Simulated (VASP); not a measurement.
# C18F in VASP: single point with LDA

Aim: the single point of C18F with LDA.

All numbers are computed with VASP 6.6.1; they aren't measurements. Logs are shortened: lines on timing, memory, paths and dates and some standing lists are left out, and cuts for length are marked.

## 1. The cell of the first run

The cell holds a slab with vacuum, 19 atoms: a = 7.398 Å, b = 7.398 Å, c = 11.000 Å, α = 90.00°, β = 90.00°, γ = 120.00°.

## 2. Single point, LDA, collinear spin, zero start

The input, INCAR:

```
  PREC = Accurate
  ENCUT = 520
  EDIFF = 1E-6
  ISMEAR = -1
  SIGMA = 0.05
  LREAL = Auto
  LASPH = T
  NELM = 150
  ALGO = Normal
  ISIF = 2
  LWAVE = F
  LCHARG = T
  ISPIN = 2
  MAGMOM = 0 0 0 0 0 0 0 0 0 0 0 0 0 0 0 0 0 0 0
  LORBIT = 11
  GGA = CA
  LELF = T
  LVHAR = T
  NBANDS = 58
```

The input, KPOINTS:

```
regular mesh
0
Gamma
  2 2 1
```

The input, POSCAR:

```
C18F
1.0
    7.3980000000      0.0000000000      0.0000000000
   -3.6990000000      6.4068560000      0.0000000000
    0.0000000000      0.0000000000     11.0000000000
C F
18 1
Direct
    0.0082616408      0.0076600754      0.0855365455
    0.2302559370      0.1186475863      0.0855420909
    0.0073509100      0.3403855183      0.0924263636
    0.2309469822      0.4521659297      0.0923899091
    0.0082653280      0.6739926728      0.0855517273
    0.2302496118      0.7849820567      0.0855441818
    0.3412842322      0.0073283995      0.0850620000
    0.5629650418      0.1181682560      0.0856600000
    0.3418748463      0.3410051670      0.0864904545
    0.5636479474      0.4520009502      0.0855089091
    0.3418910827      0.6742687833      0.0864882727
    0.5636594554      0.7850466750      0.0854933636
    0.6747587650      0.0075172596      0.0854886364
    0.8965427642      0.1182772018      0.0864823636
    0.6747232497      0.3406076241      0.0855049091
    0.8965052596      0.4516536660      0.0864970000
    0.6755355457      0.6744538975      0.0856735455
    0.8971875163      0.7852920372      0.0850697273
    0.1191369056      0.3965222568      0.2681356364
```

Potentials or basis: VASP PAW LDA potentials, release 64 (C, F).

On the command line:

```sh
$ cat potpaw_LDA.64/C/POTCAR potpaw_LDA.64/F/POTCAR > POTCAR
$ mpirun -np 1 vasp_std > vasp.out
```

OUTCAR:

```text
PREC = Accurate
   ENCUT = 520
   EDIFF = 1E-6
   ISMEAR = -1
   LREAL = Auto
   LASPH = T
   NELM = 150
   ISIF = 2
   ISPIN = 2
   LORBIT = 11
   GGA = CA

 ion  position               nearest neighbor table
   1  0.008  0.008  0.086-   2 1.42  14 1.42  18 1.42
   2  0.230  0.119  0.086-   1 1.42   7 1.42   9 1.42
   3  0.007  0.340  0.092-  14 1.42  16 1.42   4 1.43
   4  0.231  0.452  0.092-   9 1.42  11 1.42   3 1.43
   5  0.008  0.674  0.086-   6 1.42  16 1.42  18 1.42
   6  0.230  0.785  0.086-   5 1.42   7 1.42  11 1.42
[... 10 lines left out ...]
  17  0.676  0.674  0.086-  18 1.42  10 1.43  12 1.43
  18  0.897  0.785  0.085-  17 1.42   1 1.42   5 1.42
  19  0.119  0.397  0.268-

  LATTYP: Found a hexagonal cell.
 ALAT       =     7.3980000000
 C/A-ratio  =     1.4868883482

  Lattice vectors:

 A1 = (   7.3980000000,   0.0000000000,   0.0000000000)
 A2 = (  -3.6990000000,   6.4068560000,   0.0000000000)
 A3 = (   0.0000000000,   0.0000000000,  11.0000000000)

Analysis of symmetry for initial positions (statically):
=====================================================================
 Subroutine PRICEL returns:
 Original cell was already a primitive cell.

 Routine SETGRP: Setting up the symmetry group for a
 hexagonal supercell.

 Subroutine GETGRP returns: Found  1 space group operations
 (whereof  1 operations were pure point group operations)
 out of a pool of 24 trial point group operations.

The static configuration has the point symmetry C_1 .

Analysis of symmetry for dynamics (positions and initial velocities):
=====================================================================
 Subroutine PRICEL returns:
 Original cell was already a primitive cell.

 Routine SETGRP: Setting up the symmetry group for a
 hexagonal supercell.

 Subroutine GETGRP returns: Found  1 space group operations
 (whereof  1 operations were pure point group operations)
 out of a pool of 24 trial point group operations.

The dynamic configuration has the point symmetry C_1 .

Analysis of structural, dynamic, and magnetic symmetry:
=====================================================================
 Subroutine PRICEL returns:
 Original cell was already a primitive cell.

 Routine SETGRP: Setting up the symmetry group for a
 hexagonal supercell.

[... 156 lines left out ...]

 number of electron      79.0000002 magnetization       0.0000000

 Free energy of the ion-electron system (eV)
  ---------------------------------------------------
  ext. energy  EPLUGINS =         0.00000000
  ---------------------------------------------------
  free energy    TOTEN  =      -184.09073743 eV

  energy without entropy =     -184.08758197  energy(sigma->0) =     -184.08915970

 E-fermi :  -2.6188     XC(G=0):  -4.2653

 val. band max:       -2.8838241474   @ k =   0.5000   0.5000   0.0000
 cond. band min:      -2.3591293129   @ k =   0.0000   0.0000   0.0000
 fundamental gap:      0.5246948345
 Fermi energy:        -2.6188342385

 spin component 1

 k-point     1 :       0.0000    0.0000    0.0000
  band No.  band energies     occupation
      1     -22.6575      1.00000
      2     -21.5937      1.00000
      3     -19.1730      1.00000
      4     -19.1634      1.00000
      5     -19.1598      1.00000
      6     -19.1399      1.00000
[... 205 lines left out ...]
     50       4.0168      0.00000
     51       4.0445      0.00000
 Fermi energy:        -2.6188342385

 spin component 2

 k-point     1 :       0.0000    0.0000    0.0000
  band No.  band energies     occupation
      1     -22.6575      1.00000
      2     -21.5937      1.00000
      3     -19.1730      1.00000
      4     -19.1634      1.00000
      5     -19.1598      1.00000
      6     -19.1399      1.00000
[... 205 lines left out ...]
     50       4.0168      0.00000
     51       4.0445      0.00000
 [bands above 51 left out]

------------------------ aborting loop because EDIFF is reached ----------------------------------------

  FORCE on cell =-STRESS in cart. coord.  units (eV):
  Direction    XX          YY          ZZ          XY          YZ          ZX
  --------------------------------------------------------------------------------------
  -------------------------------------------------------------------------------------
  Total      -10.5312202    -10.5438530     -0.2169592      0.0217505     -0.0150444      0.0005984
  in kB      -32.3621452    -32.4009653     -0.6667096      0.0668386     -0.0462310      0.0018388
  external PRESSURE =     -21.8099401 kB  Pullay stress =       0.0000000 kB

 VOLUME and BASIS-vectors are now :
 -----------------------------------------------------------------------------
  energy-cutoff  :      520.00
  volume of cell :      521.38
      direct lattice vectors                 reciprocal lattice vectors
     7.398000000  0.000000000  0.000000000     0.135171668  0.078041398  0.000000000
    -3.699000000  6.406856000  0.000000000     0.000000000  0.156082796  0.000000000
     0.000000000  0.000000000 11.000000000     0.000000000  0.000000000  0.090909091

 POSITION                                       TOTAL-FORCE (eV/Angst)
 -----------------------------------------------------------------------------------
      0.03278      0.04908      0.94090        -0.005022     -0.005609      0.003318
      1.26456      0.76016      0.94096        -0.011517     -0.002663     -0.002539
     -1.20470      2.18080      1.01669         0.004855     -0.005025     -0.005708
      0.03598      2.89696      1.01629         0.002917      0.006999     -0.002383
     -2.43195      4.31817      0.94107        -0.007565      0.000401     -0.003996
     -1.20026      5.02927      0.94099        -0.001932     -0.002098     -0.005368
[... 11 lines left out ...]
      3.73260      5.03125      0.93577         0.004405      0.002897     -0.003095
     -0.58536      2.54046      2.94949        -0.001825     -0.004144      0.014488
 -----------------------------------------------------------------------------------
    total drift:                                0.000547      0.012186      0.031431

  FREE ENERGIE OF THE ION-ELECTRON SYSTEM (eV)
  ---------------------------------------------------
  free  energy   TOTEN  =      -184.0907374280 eV

  energy  without entropy=     -184.0875819675  energy(sigma->0) =     -184.08915970

 total charge

# of ion       s       p       d       tot
------------------------------------------
    1        0.854   1.784   0.000   2.638
    2        0.854   1.784   0.000   2.638
    3        0.858   1.748   0.000   2.606
    4        0.858   1.748   0.000   2.606
    5        0.854   1.784   0.000   2.638
    6        0.854   1.784   0.000   2.638
[... 11 lines left out ...]
   18        0.854   1.786   0.000   2.640
   19        1.741   4.236   0.000   5.977
--------------------------------------------------
tot         17.125  36.297   0.000  53.422

 magnetization (x)

# of ion       s       p       d       tot
------------------------------------------
    1        0.000  -0.000   0.000  -0.000
    2        0.000  -0.000   0.000  -0.000
    3        0.000   0.000   0.000   0.000
    4       -0.000   0.000   0.000   0.000
    5        0.000   0.000   0.000   0.000
    6       -0.000  -0.000   0.000  -0.000
[... 11 lines left out ...]
   18        0.000  -0.000   0.000   0.000
   19        0.000   0.000   0.000   0.000
--------------------------------------------------
tot          0.000   0.000   0.000   0.000
```

Wall time 4.3 min (1 thread of Intel Xeon 6975P-C (Granite Rapids), shared host); peak memory 0.52 GiB.

What came out:

| Item | Value |
| --- | --- |
| Free energy | -184.0907 eV |
| Largest force | 0.017 eV/Å |
| Net moment | 0.00 μB per cell |
| Valence electrons inside the program's atomic spheres | C 2.64, 2.61, 2.65 (each value once); F 5.98 |

Forces on the atoms (eV/Å):
```
C   -0.005 -0.006  0.003
C   -0.012 -0.003 -0.003
C    0.005 -0.005 -0.006
C    0.003  0.007 -0.002
C   -0.008  0.000 -0.004
C   -0.002 -0.002 -0.005
C    0.012  0.005  0.001
C   -0.001 -0.006  0.004
C   -0.004 -0.005  0.002
C    0.004 -0.002  0.000
C   -0.007  0.003 -0.005
C    0.010  0.007  0.000
C    0.004  0.004  0.002
C   -0.009  0.007  0.002
C    0.003  0.002 -0.003
C    0.015 -0.008  0.001
C   -0.012  0.001  0.000
C    0.004  0.003 -0.003
F   -0.002 -0.004  0.014
```

Caveat: the k points lie up to 0.49 Å⁻¹ apart.
